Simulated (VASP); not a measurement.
# F (C2/c) in VASP: further runs

F is run at these levels: PBE+D3(BJ); tasks: single point.

All numbers are computed with VASP 6.6.1; they aren't measurements. Logs are shortened: lines on timing, memory, paths and dates and some standing lists are left out, and cuts for length are marked.

**1. The cell of the first run**

The structure is monoclinic, space group C2/c (No. 15). The conventional cell has a = 5.965 Å, b = 3.696 Å, c = 7.013 Å, α = 90.00°, β = 91.06°, γ = 90.00°. Within 2.0 Å of F (site symmetry 1) lie 1 F at 1.46 Å.

**2. Single point, PBE+D3(BJ) (19.32 Å³/atom)**

Input file INCAR:

```
SYSTEM = F
PREC = Accurate
ENCUT = 520
EDIFF = 1E-7
ISMEAR = 0
SIGMA = 0.05
LREAL = .FALSE.
LASPH = .TRUE.
NELM = 100
ALGO = Normal
ISIF = 2
LWAVE = .FALSE.
LCHARG = .TRUE.
GGA = PE
IVDW = 12
LELF = .TRUE.
LVHAR = .TRUE.
NBANDS = 22
```

Input file KPOINTS:

```
regular mesh
0
G
  8 8 4
  0 0 0
```

Input file POSCAR:

```
F
1.0
    2.9659450797     -1.8478135725      0.3130048871
    2.9659450797      1.8478135725      0.3130048871
   -0.8649678315      0.0000000000      6.9598814047
F
4
Direct
    0.9138648456      0.5855481450      0.0939279973
    0.4144518550      0.0861351544      0.4060720027
    0.0861351544      0.4144518550      0.9060720027
    0.5855481450      0.9138648456      0.5939279973
```

Potentials or basis: VASP PAW PBE potentials, release 64 (F).

Command:

```console
cat potpaw_PBE.64/F/POTCAR > POTCAR
mpirun -np 1 vasp_std > vasp.out
```

OUTCAR:

```text
SYSTEM = F
   PREC = Accurate
   ENCUT = 520
   EDIFF = 1E-7
   ISMEAR = 0
   LREAL = .FALSE.
   LASPH = .TRUE.
   NELM = 100
   ISIF = 2
   GGA = PE
   IVDW = 12
 IVDW          = 12

 ion  position               nearest neighbor table
   1  0.914  0.586  0.094-   3 1.46
   2  0.414  0.086  0.406-   4 1.46
   3  0.086  0.414  0.906-   1 1.46
   4  0.586  0.914  0.594-   2 1.46

  LATTYP: Found a base centered monoclinic cell.
 ALAT       =     5.9648310203
 B/A-ratio  =     0.6195694618
 C/A-ratio  =     1.1757959515
 COS(beta)  =    -0.0185003207

  Lattice vectors:

 A1 = (   2.9659450797,  -1.8478135725,   0.3130048871)
 A2 = (   2.9659450797,   1.8478135725,   0.3130048871)
 A3 = (  -0.8649678315,   0.0000000000,   6.9598814047)

Analysis of symmetry for initial positions (statically):
=====================================================================
 Subroutine PRICEL returns:
 Original cell was already a primitive cell.

 Routine SETGRP: Setting up the symmetry group for a
 base centered monoclinic supercell.

 Subroutine GETGRP returns: Found  4 space group operations
 (whereof  2 operations were pure point group operations)
 out of a pool of  4 trial point group operations.

The static configuration has the point symmetry S_2 .
 The point group associated with its full space group is C_2h.

Analysis of symmetry for dynamics (positions and initial velocities):
=====================================================================
 Subroutine PRICEL returns:
 Original cell was already a primitive cell.

 Routine SETGRP: Setting up the symmetry group for a
 base centered monoclinic supercell.

 Subroutine GETGRP returns: Found  4 space group operations
 (whereof  2 operations were pure point group operations)
 out of a pool of  4 trial point group operations.

The dynamic configuration has the point symmetry S_2 .
 The point group associated with its full space group is C_2h.

 Subroutine INISYM returns: Found  4 space group operations
 (whereof  2 operations are pure point group operations),
 and found     1 'primitive' translations

----------------------------------------------------------------------------------------

                                     Primitive cell

  volume of cell :      77.2880

  direct lattice vectors                    reciprocal lattice vectors
     2.965945080 -1.847813573  0.313004887     0.166397931 -0.270590068  0.020679786
     2.965945080  1.847813573  0.313004887     0.166397931  0.270590068  0.020679786
    -0.864967832  0.000000000  6.959881405    -0.014966739  0.000000000  0.141820556

  length of vectors
     3.508449412  3.508449412  7.013424165     0.318331447  0.318331447  0.142608111

  position of ions in fractional coordinates (direct lattice)
     0.913864846  0.585548145  0.093927997
     0.414451855  0.086135154  0.406072003
     0.086135154  0.414451855  0.906072003
     0.585548145  0.913864846  0.593927997

  ion indices of the primitive-cell ions
   primitive index   ion index
                 1           1
                 2           2
                 3           3
                 4           4

----------------------------------------------------------------------------------------

 KPOINTS: regular mesh

Automatic generation of k-mesh.
 Grid dimensions read from file:
 generate k-points for:    8    8    4

 Generating k-lattice:

  Cartesian coordinates                     Fractional coordinates (reciprocal lattice)
     0.020799741 -0.033823758  0.002584973     0.125000000 -0.000000000  0.000000000
     0.020799741  0.033823758  0.002584973    -0.000000000  0.125000000  0.000000000
    -0.003741685  0.000000000  0.035455139     0.000000000  0.000000000  0.250000000

  Length of vectors
     0.039791431  0.039791431  0.035652028

  Shift w.r.t. Gamma in fractional coordinates (k-lattice)
     0.000000000  0.000000000  0.000000000

 Subroutine IBZKPT returns following result:
 ===========================================

 Found     78 irreducible k-points:

 Following reciprocal coordinates:
            Coordinates               Weight
  0.000000  0.000000  0.000000      1.000000
  0.125000 -0.000000  0.000000      4.000000
  0.250000 -0.000000  0.000000      4.000000
  0.375000 -0.000000  0.000000      4.000000
  0.500000 -0.000000  0.000000      2.000000
  0.125000  0.125000  0.000000      2.000000
[... 16 lines left out ...]
  0.125000 -0.000000  0.250000      4.000000
  0.250000 -0.000000  0.250000      4.000000
 [... further k-points ...]
   k-points           NKPTS =     78   k-points in BZ     NKDIM =     78   number of bands    NBANDS=     22
   number of dos      NEDOS =    301   number of ions     NIONS =      4
   total plane-waves  NPLWV =  42336
   dimension x,y,z NGX =    28 NGY =   28 NGZ =   54
   dimension x,y,z NGXF=    56 NGYF=   56 NGZF=  108
   ions per type =               4
   NGX,Y,Z   is equivalent  to a cutoff of  13.27, 13.27, 12.80 a.u.
   NGXF,Y,Z  is equivalent  to a cutoff of  26.54, 26.54, 25.60 a.u.
 SYSTEM =  F
   PREC   = accura    normal or accurate (medium, high low for compatibility)
   ISTART =      0    job   : 0-new  1-cont  2-samecut
   ICHARG =      2    charge: 1-file 2-atom 10-const
   ISPIN  =      1    spin polarized calculation?
   LNONCOLLINEAR =      F non collinear calculations
   LSORBIT =      F    spin-orbit coupling
   LASPH  =      T    aspherical Exc in radial PAW
   ENCUT  =  520.0 eV  38.22 Ry    6.18 a.u.   6.52  6.52 13.04*2*pi/ulx,y,z
   NELM   =    100;   NELMIN=  2; NELMDL= -5     # of ELM steps
   EDIFF  = 0.1E-06   stopping-criterion for ELM
   LREAL  =      F    real-space projection
   EDIFFG = 0.1E-05   stopping-criterion for IOM
   NSW    =      0    number of steps for IOM
   IBRION =     -1    ionic relax: 0-MD 1-quasi-New 2-CG
   NFREE  =      0    steps in history (QN), initial steepest desc. (CG)
   ISIF   =      2    stress and relaxation
   ISYM   =      2    0-nonsym 1-usesym 2-fastsym
   POTIM  = 0.5000    time-step for ionic-motion
   TEBEG  =    0.0;   TEEND  =   0.0 temperature during run
   PSTRESS=    0.0 pullay stress
   NELECT =      28.0000    total number of electrons
   NUPDOWN=      -1.0000    fix difference up-down
   EMIN   =  10.00;   EMAX   =-10.00  energy-range for DOS
   EFERMI =   0.00;   METHOD = LEGACY
   ISMEAR =     0;   SIGMA  =   0.05  broadening in eV -4-tet -1-fermi 0-gaus
   EFERMI_NEDOS =   21; number of points for ismear=-14 and -15
   IALGO  =     38    algorithm
   IMIX   =      4    mixing-type and parameters
     AMIX     =   0.40;   BMIX     =  1.00
     AMIX_MAG =   1.60;   BMIX_MAG =  1.00
  volume/ion in A,a.u.               =      19.32       130.39
  Fermi-wavevector in a.u.,A,eV,Ry     =   1.167052  2.205408 18.531271  1.362010
  Thomas-Fermi vector in A             =   2.303557
   LORBIT       =      0    0 simple, 1 ext, 2 COOP (PROOUT), +10 PAW based schemes
   GGA     = PE    functional components
   LHFCALC =     F    Hartree Fock is set to
   AEXX    =    0.0000 exact exchange contribution
   IVDW    =    12    specifies the selected vdW correction
   LEPSILON=     F    determine dielectric tensor
   LRPA    =     F    only Hartree local field effects (RPA)
 non-spin polarized calculation
 Gauss-broadening in eV      SIGMA  =   0.05
  energy-cutoff  :      520.00
  volume of cell :       77.29
 maximum number of plane-waves:      2100
 NGX is ok and might be reduce to    28
   NGX = 13   NGY = 13   NGZ = 27

 number of electron      27.9999997 magnetization

 Free energy of the ion-electron system (eV)
  ---------------------------------------------------
  ext. energy  EPLUGINS =         0.00000000
  ---------------------------------------------------
  free energy    TOTEN  =        -7.28756261 eV

  energy without entropy =       -7.28756261  energy(sigma->0) =       -7.28756261

 E-fermi :  -5.9462     XC(G=0):  -6.8708

 val. band max:       -6.1869919603   @ k =   0.0000   0.0000   0.0000
 cond. band min:      -3.6521343101   @ k =   0.0000   0.0000   0.0000
 fundamental gap:      2.5348576503
 Fermi energy:        -5.9462393047

 k-point     1 :       0.0000    0.0000    0.0000
  band No.  band energies     occupation
      1     -30.2049      2.00000
      2     -30.1226      2.00000
      3     -24.8124      2.00000
      4     -24.6049      2.00000
      5     -12.1351      2.00000
      6     -11.6503      2.00000
[... 14 lines left out ...]
     21      13.3276      0.00000
     22      13.6402      0.00000

 k-point     2 :       0.1250   -0.0000    0.0000
  band No.  band energies     occupation
      1     -30.1962      2.00000
      2     -30.1200      2.00000
      3     -24.8040      2.00000
      4     -24.6123      2.00000
      5     -12.1206      2.00000
      6     -11.6695      2.00000
[... 14 lines left out ...]
     21      12.4215      0.00000
     22      13.4554      0.00000

 k-point     3 :       0.2500   -0.0000    0.0000
  band No.  band energies     occupation
      1     -30.1733      2.00000
      2     -30.1149      2.00000
      3     -24.7801      2.00000
      4     -24.6338      2.00000
      5     -12.0770      2.00000
      6     -11.7253      2.00000
[... 14 lines left out ...]
     21      11.8033      0.00000
     22      11.9856      0.00000
[... 476 lines left out ...]
 k-point    23 :       0.1250   -0.0000    0.2500
  band No.  band energies     occupation
      1     -30.1851      2.00000
      2     -30.1315      2.00000
      3     -24.7757      2.00000
      4     -24.6405      2.00000
      5     -12.0581      2.00000
      6     -11.7399      2.00000
[... 14 lines left out ...]
     21      12.1794      0.00000
     22      13.2351      0.00000

 k-point    24 :       0.2500   -0.0000    0.2500
  band No.  band energies     occupation
      1     -30.1649      2.00000
      2     -30.1239      2.00000
      3     -24.7585      2.00000
      4     -24.6557      2.00000
      5     -12.0249      2.00000
      6     -11.7764      2.00000
[... 14 lines left out ...]
     21      10.9206      0.00000
     22      11.5803      0.00000

 [... further k-points ...]

------------------------ aborting loop because EDIFF is reached ----------------------------------------

 Edisp (eV)   -0.09260

 E8    (eV) :    -0.0196

  FORCE on cell =-STRESS in cart. coord.  units (eV):
  Direction    XX          YY          ZZ          XY          YZ          ZX
  --------------------------------------------------------------------------------------
  -------------------------------------------------------------------------------------
  Total      -0.35391    -0.92433    -2.82978     0.00000     0.00000     0.32134
  in kB      -7.33648   -19.16127   -58.66130     0.00000     0.00000     6.66141
  external pressure =      -28.39 kB  Pullay stress =        0.00 kB

 VOLUME and BASIS-vectors are now :
 -----------------------------------------------------------------------------
  energy-cutoff  :      520.00
  volume of cell :       77.29
      direct lattice vectors                 reciprocal lattice vectors
     2.965945080 -1.847813573  0.313004887     0.166397931 -0.270590068  0.020679786
     2.965945080  1.847813573  0.313004887     0.166397931  0.270590068  0.020679786
    -0.864967832  0.000000000  6.959881405    -0.014966739  0.000000000  0.141820556

 POSITION                                       TOTAL-FORCE (eV/Angst)
 -----------------------------------------------------------------------------------
      4.36593     -0.60667      1.12305         0.118527     -0.455741     -0.920644
      1.13347     -0.60667      2.98290        -0.118527     -0.455741      0.920644
      0.70099      0.60667      6.46284        -0.118527      0.455741      0.920644
      3.93345      0.60667      4.60299         0.118527      0.455741     -0.920644
 -----------------------------------------------------------------------------------
    total drift:                                0.000000      0.000000      0.000000

  FREE ENERGIE OF THE ION-ELECTRON SYSTEM (eV)
  ---------------------------------------------------
  free  energy   TOTEN  =        -7.3801674293 eV

  energy  without entropy=       -7.3801674293  energy(sigma->0) =       -7.38016743
```

Run time: 2.6 min. Hardware: 1 thread of Intel Xeon 8259CL, shared host; peak memory 0.25 GiB.

What came out:

```
Free energy                : -7.3802 eV
Pressure                   : -2.8 GPa
Largest force              : 1.034 eV/Å
Band gap on the k mesh     : 2.53 eV
Dispersion energy per atom : -0.023 eV
```

Forces in eV/Å, atoms in the order of the input:
```
F    0.119 -0.456 -0.921
F   -0.119 -0.456  0.921
F   -0.119  0.456  0.921
F    0.119  0.456 -0.921
```

Stress tensor (GPa, compression positive):
```
-0.73  0.00  0.67
 0.00 -1.92  0.00
 0.67  0.00 -5.87
```

Caveat: forces of over 1 eV/Å act on the atoms, so gaps and moduli don't describe the material at rest. A k mesh can miss the band edges.

**3. Single point, PBE+D3(BJ) (19.32 Å³/atom)**

Input file INCAR:

```
SYSTEM = F
PREC = Accurate
ENCUT = 520
EDIFF = 1E-6
ISMEAR = 0
SIGMA = 0.05
LREAL = .FALSE.
LASPH = .TRUE.
NELM = 100
ALGO = Normal
ISIF = 2
LWAVE = .FALSE.
LCHARG = .FALSE.
GGA = PE
IVDW = 12
NBANDS = 22
```

Input file KPOINTS:

```
Automatic mesh
0
G
  8 8 4
  0 0 0
```

Input file POSCAR:

```
F
1.0
    2.8115805182     -1.8978611799      0.2967143420
    2.8115805182      1.8978611799      0.2967143420
   -0.8781847677      0.0000000000      7.1494657444
F
4
Direct
    0.9138648456      0.5855481450      0.0939279973
    0.4144518550      0.0861351544      0.4060720027
    0.0861351544      0.4144518550      0.9060720027
    0.5855481450      0.9138648456      0.5939279973
```

Potentials or basis: VASP PAW PBE potentials, release 64 (F).

Command:

```console
cat potpaw_PBE.64/F/POTCAR > POTCAR
mpirun -np 1 vasp_std > vasp.out
```

It took 2.8 min on 1 thread of Intel Xeon 8259CL, shared host; peak memory 0.25 GiB.

It converged, with:

```yaml
Free_energy: -7.2510 eV
Pressure: -4.9 GPa
Largest_force: 1.989 eV/Å
Band_gap_on_the_k_mesh: 2.17 eV
Dispersion_energy_per_atom: -0.023 eV
```

Forces in eV/Å, atoms in the order of the input:
```
F    0.224 -0.875 -1.771
F   -0.224 -0.875  1.771
F   -0.224  0.875  1.771
F    0.224  0.875 -1.771
```

Stress tensor (GPa, compression positive):
```
 -0.70   0.00   1.31
  0.00  -3.12   0.00
  1.31   0.00 -10.94
```

Levels at points of the mesh, in eV from the valence-band top:
```
           k point  band 11  band 12  band 13  band 14  band 15  band 16  band 17  band 18
(0.00, 0.00, 0.00)    -0.23    -0.05    -0.01     0.00     2.17     2.74     9.03    11.60
(0.50, 0.00, 0.00)    -0.22    -0.21    -0.05    -0.04     2.52     2.52    12.91    12.92
(0.50, 0.50, 0.00)    -0.39    -0.31    -0.07    -0.06     2.35     2.69    13.37    13.92
(0.00, 0.00, 0.50)    -0.15    -0.15    -0.01    -0.01     2.45     2.45     9.84     9.84
(0.50, 0.00, 0.50)    -0.20    -0.19    -0.03    -0.02     2.50     2.51    13.40    13.47
(0.50, 0.50, 0.50)    -0.22    -0.22    -0.20    -0.20     2.52     2.52    13.83    13.83
```

Caveat: the cell stands under tension; forces of over 1 eV/Å act on the atoms, so gaps and moduli don't describe the material at rest. A k mesh can miss the band edges.

**4. Single point, PBE+D3(BJ) (17.25 Å³/atom)**

This run uses another cell than the first one, of 17.25 Å³/atom.

Input file INCAR:

```
ALGO = Normal ; EDIFF = 1E-7
ENCUT = 520 ; GGA = PE
ISIF = 2 ; ISMEAR = 0
IVDW = 12 ; LASPH = True
LCHARG = False ; LREAL = False
LWAVE = False ; NBANDS = 22
NELM = 60 ; PREC = Accurate
SIGMA = 0.05
```

Input file KPOINTS:

```
k-points
0
Gamma
  8 8 4
```

Input file POSCAR:

```
F
1.0
    2.8559776965     -1.7793027884      0.3013997065
    2.8559776965      1.7793027884      0.3013997065
   -0.8328976999      0.0000000000      6.7018321406
F
4
Direct
    0.9138648456      0.5855481450      0.0939279973
    0.4144518550      0.0861351544      0.4060720027
    0.0861351544      0.4144518550      0.9060720027
    0.5855481450      0.9138648456      0.5939279973
```

Command:

```console
cat potpaw_PBE.64/F/POTCAR > POTCAR
mpirun -np 1 vasp_std > vasp.out
```

Run time: 2.2 min. Hardware: 1 thread of AMD EPYC 7R13, shared host; peak memory 0.2 GiB.

It converged, with:

```yaml
Free_energy: -7.4113 eV
Pressure: 1.1 GPa
Largest_force: 0.719 eV/Å
Band_gap_on_the_k_mesh: 3.06 eV
Dispersion_energy_per_atom: -0.027 eV
```

Forces on the atoms (eV/Å):
```
F   -0.080  0.315  0.642
F    0.080  0.315 -0.642
F    0.080 -0.315 -0.642
F   -0.080 -0.315  0.642
```

Stress tensor (GPa, compression positive):
```
-0.49  0.00 -0.49
 0.00  0.44  0.00
-0.49  0.00  3.37
```

Levels at points of the mesh, in eV from the valence-band top:
```
           k point  band 11  band 12  band 13  band 14  band 15  band 16  band 17  band 18
(0.00, 0.00, 0.00)    -0.35    -0.07    -0.07     0.00     3.06     3.84     8.93    11.57
(0.50, 0.00, 0.00)    -0.28    -0.27    -0.09    -0.08     3.53     3.54    13.02    13.03
(0.50, 0.50, 0.00)    -0.51    -0.41    -0.08    -0.06     3.27     3.79    12.91    14.09
(0.00, 0.00, 0.50)    -0.22    -0.22    -0.04    -0.04     3.42     3.42     9.85     9.85
(0.50, 0.00, 0.50)    -0.24    -0.23    -0.06    -0.05     3.51     3.51    13.53    13.56
(0.50, 0.50, 0.50)    -0.28    -0.28    -0.26    -0.26     3.52     3.52    13.47    13.47
```

A k mesh can miss the band edges.

**5. Overview**

```tsv
cell	gap on the mesh (eV)	pressure (GPa)	largest force (eV/Å)
a = 3.508, b = 3.508, c = 7.013 Å, angles 90.9, 90.9, 63.6°, 4 atoms	2.53	-2.8	1.03
a = 3.405, b = 3.405, c = 7.203 Å, angles 90.8, 90.8, 67.7°, 4 atoms	2.17	-4.9	1.99
a = 3.378, b = 3.378, c = 6.753 Å, angles 90.9, 90.9, 63.6°, 4 atoms	3.06	1.1	0.72
```

Alike in all rows: task single point; level PBE+D3(BJ); potentials or basis VASP PAW PBE potentials, release 64 (F); no spin polarisation; k mesh 8 × 8 × 4; cutoff (eV) 520; smearing gaussian 0.05 eV.

Caveats: forces of over 1 eV/Å act on the atoms, so gaps and moduli don't describe the material at rest (at least some runs); the cell stands under tension (at least some runs).

Absolute energies hang on the potentials; compare differences alone.
